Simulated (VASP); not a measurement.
## Zn: single point with PBE

The system is Zn.

```
Zn
1.0
     2.63332    0.00000    0.00000
    -1.31666    2.28052    0.00000
     0.00000    0.00000    5.10824
Zn
2
Cartesian
  0.0000 1.5203 1.2771
  1.3167 0.7602 3.8312
```

- Program: VASP 6.6.1
- Task: single point
- Functional: PBE
- Potentials or basis: VASP PAW PBE potentials, release 64 (Zn)
- Cutoff: 520 eV
- k mesh: 15 × 15 × 7
- Occupations: gaussian, width 0.1 eV
- Spin: no spin polarisation
- Dipole correction: no
- Further INCAR settings: ALGO = Normal; EDIFF = 1e-07; NBANDS = 19

```
Pressure               : 0.2 GPa
Band gap on the k mesh : zero (band 12 reaches 4.60 eV, above the bottom of band 13 at -0.49 eV)
```

Stress tensor (GPa, compression positive):
```
0.18 0.00 0.00
0.00 0.18 0.00
0.00 0.00 0.37
```

Levels at points of the mesh, in eV from the Fermi level:
```
           k point  band 10  band 11  band 12  band 13  band 14  band 15
(0.00, 0.00, 0.00)    -7.10    -7.10    -3.76    -3.53    12.13    15.96
```

Wall time 33 s on 1 thread of Intel Xeon 6975P-C, on a shared host, peak memory 0.18 GiB.
